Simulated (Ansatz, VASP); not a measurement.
## Bi: VASP beside Ansatz

```xyz
2
Lattice="4.4190 0.0000 0.0000 -2.2095 3.8270 0.0000 0.0000 0.0000 28.0000" Properties=species:S:1:pos:R:3 pbc="T T T"
Bi    0.0000    2.5513   14.5515
Bi    2.2095    1.2757   13.4485
```

Alike in both runs: task single point; functional LDA; k mesh 9 × 9 × 1; occupations gaussian, width 0.02 eV; no spin polarisation.

|  | VASP | Ansatz |
| --- | --- | --- |
| version | VASP 6.6.1 | Ansatz 0.2.0 |
| potentials or method | VASP PAW LDA potentials, release 64 (Bi_d), cutoff 520 eV | scalar-relativistic, plane waves, PAW |
| valence electrons in the cell | 30 | 30 |

```csv
,VASP,Ansatz,Ansatz less VASP
gap on the k mesh at the Fermi level (eV),0.13,0.17,+0.032
least direct gap on the mesh (eV),0.35,0.37,+0.024
rms of the force components (eV/Å),1.830,1.809,-0.0220
```

LDA's correlation is that of Perdew and Zunger in VASP and of Perdew and Wang (1992) in Ansatz. Atom by atom the forces differ by 0.022 eV/Å (rms over components).

Neither program's run includes spin-orbit coupling.
